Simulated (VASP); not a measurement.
# Mn3Cu (Fm-3m) in VASP: further runs, part 2 of 2

VASP 6.6.1. Earlier steps stand in the parts before.

### Step 3. Single point, PBE

This run uses another cell than the first one, of 11.07 Å³/atom.

File INCAR:

```
PREC = Accurate ; ENCUT = 520
EDIFF = 1E-7 ; ISMEAR = 0
SIGMA = 0.1 ; LREAL = F
LASPH = T ; NELM = 100
ALGO = Normal ; ISIF = 2
LWAVE = F ; LCHARG = F
GGA = PE ; NBANDS = 33
```

File KPOINTS:

```
Automatic mesh
0
Gamma
  12 12 12
```

File POSCAR:

```
Mn3Cu
1.0
    0.0000000000      2.8076905552      2.8076905552
    2.8076905552      0.0000000000      2.8076905552
    2.8076905552      2.8076905552      0.0000000000
Mn Cu
3 1
Direct
    0.2500000000      0.2500000000      0.2500000000
    0.7500000000      0.7500000000      0.7500000000
    0.5000000000      0.5000000000      0.5000000000
    0.0000000000      0.0000000000      0.0000000000
```

Potentials or basis: VASP PAW PBE potentials, release 64 (Mn_pv, Cu).

Started as:

```console
cat potpaw_PBE.64/Mn_pv/POTCAR potpaw_PBE.64/Cu/POTCAR > POTCAR
mpirun -np 1 vasp_std > vasp.out
```

It took 91 s on 1 thread of AMD EPYC 9R45 (Zen 5), shared host; peak memory 0.2 GiB.

The run converged. Its results:

```
Free energy            : -29.3538 eV
Pressure               : 0.1 GPa
Band gap on the k mesh : zero (bands 25 and 26 overlap by 0.77 eV)
```

Levels at points of the mesh, in eV from the Fermi level:
```
           k point  band 23  band 24  band 25  band 26  band 27  band 28
(0.00, 0.00, 0.00)    -1.60     0.46     0.46     0.94     0.94     0.99
(0.50, 0.00, 0.00)    -0.81    -0.16    -0.16     0.26     0.42     0.42
(0.50, 0.50, 0.00)    -0.86    -0.56     0.21     0.30     0.30     0.34
```

Caveat: the run has no spin polarisation, though such a crystal can be magnetic.

### Step 4. Relaxation of cell and atoms, PBE

File INCAR:

```
SYSTEM = Mn3Cu
PREC = Accurate
ENCUT = 600
EDIFF = 1E-6
ISMEAR = 0
SIGMA = 0.1
LREAL = .False.
LASPH = .True.
NELM = 80
ALGO = Fast
ISIF = 3
LWAVE = .False.
LCHARG = .False.
GGA = PE
IBRION = 2
NSW = 80
EDIFFG = -0.01
```

File KPOINTS:

```
Automatic mesh
0
Gamma
  12 12 12
  0 0 0
```

File POSCAR:

```
Mn3Cu
1.0
    0.0000000000      2.9196133284      2.9196133284
    2.9196133284      0.0000000000      2.9196133284
    2.9196133284      2.9196133284      0.0000000000
Mn Cu
3 1
Direct
    0.2500000000      0.2500000000      0.2500000000
    0.7500000000      0.7500000000      0.7500000000
    0.5000000000      0.5000000000      0.5000000000
    0.0000000000      0.0000000000      0.0000000000
```

Started as:

```console
cat potpaw_PBE.64/Mn_pv/POTCAR potpaw_PBE.64/Cu/POTCAR > POTCAR
mpirun -np 1 vasp_std > vasp.out
```

It took 12 min on 1 thread of AMD EPYC 9R45 (Zen 5), shared host; peak memory 0.26 GiB.

Results (log left out):

```
Free energy                           : -29.3578 eV
Relaxed volume                        : 11.08 Å³/atom
Relaxed cell                          : a = 3.972 Å, b = 3.972 Å, c = 3.972 Å, α = 60.00°, β = 60.00°, γ = 60.00°
Space group after relaxing (to 0.1 Å) : Fm-3m (No. 225)
Energy gained by relaxing             : 102.4 meV/atom
Ionic steps                           : 4
Pressure after relaxing               : -0.1 GPa
Band gap on the k mesh                : zero (bands 25 and 26 overlap by 0.77 eV)
```

Step by step:
```
step  energy change (eV)  largest force (eV/Å)  pressure (GPa)  volume (Å³)
   1              0.0000                0.0000          -21.32        49.77
   2              0.2444                0.0000           43.24        38.77
   3             -0.4092                0.0000           -0.74        44.42
   4             -0.4095                0.0000           -0.06        44.30
```

Final structure:
```
Mn Cu
1.0
     0.00000    2.80843    2.80843
     2.80843    0.00000    2.80843
     2.80843    2.80843    0.00000
Mn Cu
3 1
Direct
  0.25000 0.25000 0.25000
  0.75000 0.75000 0.75000
  0.50000 0.50000 0.50000
  0.00000 0.00000 0.00000
```

Levels at points of the mesh, in eV from the Fermi level:
```tsv
k point	band 21	band 22	band 23	band 24	band 25	band 26	band 27	band 28	band 29	band 30
(0.00, 0.00, 0.00)	-1.91	-1.60	-1.60	0.46	0.46	0.94	0.94	0.99	0.99	0.99
(0.50, 0.00, 0.00)	-2.44	-0.81	-0.81	-0.16	-0.16	0.26	0.42	0.42	0.73	0.73
(0.50, 0.50, 0.00)	-1.30	-0.86	-0.86	-0.56	0.21	0.30	0.30	0.34	0.76	0.89
```

Caveat: the run has no spin polarisation, though such a crystal can be magnetic. Spin polarisation is off, so any magnetic state and its effect on volume and gap are missing.

### Step 5. Single point, PBE, collinear spin, ferromagnetic start

File INCAR:

```
SYSTEM = Mn3Cu
ALGO = Normal
EDIFF = 1E-7
ENCUT = 520
GGA = PE
ISIF = 2
ISMEAR = 0
ISPIN = 2
LASPH = .TRUE.
LCHARG = .FALSE.
LMAXMIX = 4
LORBIT = 11
LREAL = .FALSE.
LWAVE = .FALSE.
MAGMOM = 4 4 4 0
NBANDS = 37
NELM = 150
PREC = Accurate
SIGMA = 0.1
```

File KPOINTS:

```
k-points
0
G
  12 12 12
  0 0 0
```

POSCAR is that of step 4.

Potentials or basis: VASP PAW PBE potentials, release 64 (Mn_pv, Cu).

Started as:

```console
cat potpaw_PBE.64/Mn_pv/POTCAR potpaw_PBE.64/Cu/POTCAR > POTCAR
mpirun -np 1 vasp_std > vasp.out
```

OUTCAR:

```text
SYSTEM = Mn3Cu
   EDIFF = 1E-7
   ENCUT = 520
   GGA = PE
   ISIF = 2
   ISMEAR = 0
   ISPIN = 2
   LASPH = .TRUE.
   LORBIT = 11
   LREAL = .FALSE.
   NELM = 150
   PREC = Accurate

 ion  position               nearest neighbor table
   1  0.250  0.250  0.250-   4 2.53   4 2.53   4 2.53   3 2.53   3 2.53   3 2.53   4 2.53   3 2.53
                             2 2.92   2 2.92   2 2.92   2 2.92   2 2.92   2 2.92
   2  0.750  0.750  0.750-   3 2.53   3 2.53   3 2.53   4 2.53   4 2.53   4 2.53   4 2.53   3 2.53
                             1 2.92   1 2.92   1 2.92   1 2.92   1 2.92   1 2.92
   3  0.500  0.500  0.500-   1 2.53   1 2.53   1 2.53   2 2.53   2 2.53   2 2.53   2 2.53   1 2.53
[... 2159 lines left out ...]
     2.919613328  2.919613328  0.000000000     0.171255555  0.171255555 -0.171255555

 POSITION                                       TOTAL-FORCE (eV/Angst)
 -----------------------------------------------------------------------------------
      1.45981      1.45981      1.45981         0.000000      0.000000      0.000000
      4.37942      4.37942      4.37942        -0.000000     -0.000000     -0.000000
      2.91961      2.91961      2.91961        -0.000000      0.000000     -0.000000
      0.00000      0.00000      0.00000        -0.000000     -0.000000     -0.000000
 -----------------------------------------------------------------------------------
    total drift:                                0.000000     -0.000000      0.000000

  FREE ENERGIE OF THE ION-ELECTRON SYSTEM (eV)
  ---------------------------------------------------
  free  energy   TOTEN  =       -29.9435707310 eV

  energy  without entropy=      -29.9165987020  energy(sigma->0) =      -29.93008472

 total charge

# of ion       s       p       d       tot
------------------------------------------
    1        0.349   6.304   5.017  11.670
    2        0.349   6.304   5.017  11.670
    3        0.389   6.323   4.995  11.707
    4        0.512   0.463   9.122  10.097
--------------------------------------------------
tot          1.599  19.393  24.152  45.144

 magnetization (x)

# of ion       s       p       d       tot
------------------------------------------
    1        0.021   0.020   2.723   2.763
    2        0.021   0.020   2.723   2.763
    3       -0.057  -0.052  -2.668  -2.777
    4       -0.028  -0.007   0.128   0.093
--------------------------------------------------
tot         -0.044  -0.019   2.905   2.842
```

stdout:

```text
POSCAR found type information on POSCAR MnCu
 POSCAR found :  2 types and       4 ions
 scaLAPACK will be used
 LDA part: xc-table for (Slater+PW92), standard interpolation
 POSCAR, INCAR and KPOINTS ok, starting setup
 FFT: planning ... GRIDC
 FFT: planning ... GRID_SOFT
 FFT: planning ... GRID
 WAVECAR not read
 entering main loop
```

Run time: 30 min. Hardware: 1 thread of AMD EPYC 9R45 (Zen 5), shared host; peak memory 0.31 GiB.

What came out:

```yaml
Free_energy: -29.9436 eV
Pressure: 0.4 GPa
Net_moment: 2.88 μB per cell
Site_moments: Mn +2.76, -2.78 (each value once); Cu +0.09 μB
Valence_electrons_inside_the_program's_atomic_spheres: Mn 11.67, 11.71 (each value once); Cu 10.10
```

Levels at points of the mesh, in eV from the Fermi level:
Spin up:
```
           k point  band 23  band 24  band 25  band 26  band 27  band 28  band 29  band 30
(0.00, 0.00, 0.00)    -1.91    -0.78    -0.78     0.30     0.30     0.30     1.24     1.24
(0.50, 0.00, 0.00)    -1.81    -1.43    -1.43    -0.98     0.34     0.34     1.05     1.05
(0.50, 0.50, 0.00)    -1.77    -1.34    -0.82    -0.18    -0.18     0.12     0.16     0.75
```
Spin down:
| k point | band 19 | band 20 | band 21 | band 22 | band 23 | band 24 | band 25 | band 26 | band 27 | band 28 |
| --- | --- | --- | --- | --- | --- | --- | --- | --- | --- | --- |
| (0.00, 0.00, 0.00) | -1.90 | -1.90 | -1.90 | -1.84 | -1.84 | 0.32 | 0.32 | 1.72 | 1.72 | 1.72 |
| (0.50, 0.00, 0.00) | -2.77 | -2.77 | -2.68 | -0.06 | -0.06 | 0.36 | 0.36 | 0.81 | 0.81 | 0.96 |
| (0.50, 0.50, 0.00) | -2.18 | -1.73 | -1.23 | -0.73 | -0.48 | -0.12 | -0.12 | 0.30 | 0.30 | 0.71 |

### Step 6. Summary

| task | spin | fixed moment (μB) | cell | cutoff (eV) | gap on the mesh (eV) | pressure (GPa) | moment (μB) |
| --- | --- | --- | --- | --- | --- | --- | --- |
| single point | collinear, ferromagnetic start | 15.0 | a = 4.129 Å, angles 60.0°, 4 atoms | 600 | - | 54.8 | 15.00 |
| single point | off | - | a = 3.971 Å, angles 60.0°, 4 atoms | 520 | none | 0.1 | - |
| relaxation of cell and atoms | off | - | relaxed from a = 4.129 Å, angles 60.0°, 4 atoms | 600 | none | -0.1 | - |
| single point | collinear, ferromagnetic start | - | a = 4.129 Å, angles 60.0°, 4 atoms | 520 | none | 0.4 | 2.88 |

Alike in all rows: level PBE; potentials or basis VASP PAW PBE potentials, release 64 (Mn_pv, Cu); k mesh 12 × 12 × 12; smearing gaussian 0.1 eV.

Caveats: the cell stands under pressure (at least some runs); the total moment is fixed, so each spin has its own Fermi level and the state may be an excited one (at least some runs).

Absolute energies hang on the potentials; compare differences alone.
